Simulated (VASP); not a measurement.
Write the native input for VASP 6.6.1 that does the following.

* Task: single point
* Functional: PBEsol
* Potentials or basis: VASP PAW PBE potentials, release 64 (Sb)
* Cutoff: 520 eV
* k mesh: 13 × 13 × 13
* Occupations: fermi-dirac, width 0.05 eV
* Spin: no spin polarisation
* Dipole correction: no
* Further INCAR settings: ALGO = Normal; EDIFF = 1e-07; NBANDS = 8

The structure of Sb lies in POSCAR:

```
Sb
1.0
    3.1912891636      0.0000000000      0.0000000000
    0.0000000000      3.1912891636      0.0000000000
    0.0000000000      0.0000000000      3.1912891636
Sb
1
Direct
    0.0000000000      0.0000000000      0.0000000000
```

This cell differs from its parent crystal: volume scaled by 1.03.

One way to write it, as run:

INCAR

```
SYSTEM = Sb
PREC = Accurate
ENCUT = 520
EDIFF = 1E-7
ISMEAR = -1
SIGMA = 0.05
LREAL = .FALSE.
LASPH = .TRUE.
NELM = 60
ALGO = Normal
ISIF = 2
LWAVE = .FALSE.
LCHARG = .TRUE.
GGA = PS
LELF = .TRUE.
LVHAR = .TRUE.
NBANDS = 8
```

KPOINTS

```
regular mesh
0
G
  13 13 13
  0 0 0
```

Potentials or basis: VASP PAW PBE potentials, release 64 (Sb).

The run is started by

```console
$ cat potpaw_PBE.64/Sb/POTCAR > POTCAR
$ mpirun -np 1 vasp_std > vasp.out
```

Results of the run:

- Pressure: -6.0 GPa

Caveat: the PAW data sets were made with another functional, which shifts forces and pressure a little.

Wall time 5.4 s on 1 thread of Intel(R) Xeon(R) 6975P-C (Granite Rapids), on a shared host, peak memory 0.14 GiB.
